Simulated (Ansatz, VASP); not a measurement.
Tl: VASP beside Ansatz

```
Tl
1.0
     3.57805    0.00000    0.00000
    -1.78902    3.09868    0.00000
     0.00000    0.00000    5.67288
Tl
2
Cartesian
  0.0000 2.0658 1.4182
  1.7890 1.0329 4.2547
```

Alike in both runs: task single point; functional PBE; k mesh 17 × 17 × 9; occupations fermi-dirac, width 0.05 eV; no spin polarisation.

|  | VASP | Ansatz |
| --- | --- | --- |
| version | VASP 6.6.1 | Ansatz 0.2.0 |
| potentials or method | VASP PAW PBE potentials, release 64 (Tl_d), cutoff 520 eV | all-electron LAPW, scalar-relativistic |

VASP gave:

| Quantity | Value |
| --- | --- |
| pressure (GPa) | -0.1 |

**Question.** Estimate Ansatz's values.

**Answer.** Pressure (GPa): 0.0.

Ansatz ran all-electron here, and VASP with PAW potentials.

Neither program's run includes spin-orbit coupling.
